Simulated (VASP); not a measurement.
Input of a VASP 6.6.1 run:

INCAR

```
PREC     = Accurate       # precision mode
ENCUT    = 600            # plane-wave cutoff, eV
EDIFF    = 1E-6           # SCF threshold, eV
ISMEAR   = -1             # smearing method
SIGMA    = 0.05           # smearing width, eV
LREAL    = F              # projectors in reciprocal space
LASPH    = T              # aspherical terms in the spheres
NELM     = 120            # most SCF steps
ALGO     = Normal         # electronic algorithm
ISIF     = 2              # what is computed and relaxed
LWAVE    = F              # write WAVECAR
LCHARG   = F              # write CHGCAR
GGA      = CA             # functional
NBANDS   = 11             # bands
GGA_COMPAT= F
```

File KPOINTS:

```
regular mesh
0
Gamma
  9 9 9
```

The input POSCAR:

```
AlN
1.0
    0.0000000000      2.1888610000      2.1888610000
    2.1888610000      0.0000000000      2.1888610000
    2.1888610000      2.1888610000      0.0000000000
Al N
1 1
Direct
    0.0000000000      0.0000000000      0.0000000000
    0.2500000000      0.2500000000      0.2500000000
```

Potentials or basis: VASP PAW LDA potentials, release 64 (Al, N).

Run with:

```console
$ cat potpaw_LDA.64/Al/POTCAR potpaw_LDA.64/N/POTCAR > POTCAR
$ mpirun -np 1 vasp_std > vasp.out
```

(1) What does it give for the band gap on the k mesh?

(2) What does it give for the pressure?

Answers

(1) 3.40 eV, indirect (least direct gap 4.18 eV).

(2) -4.4 GPa.
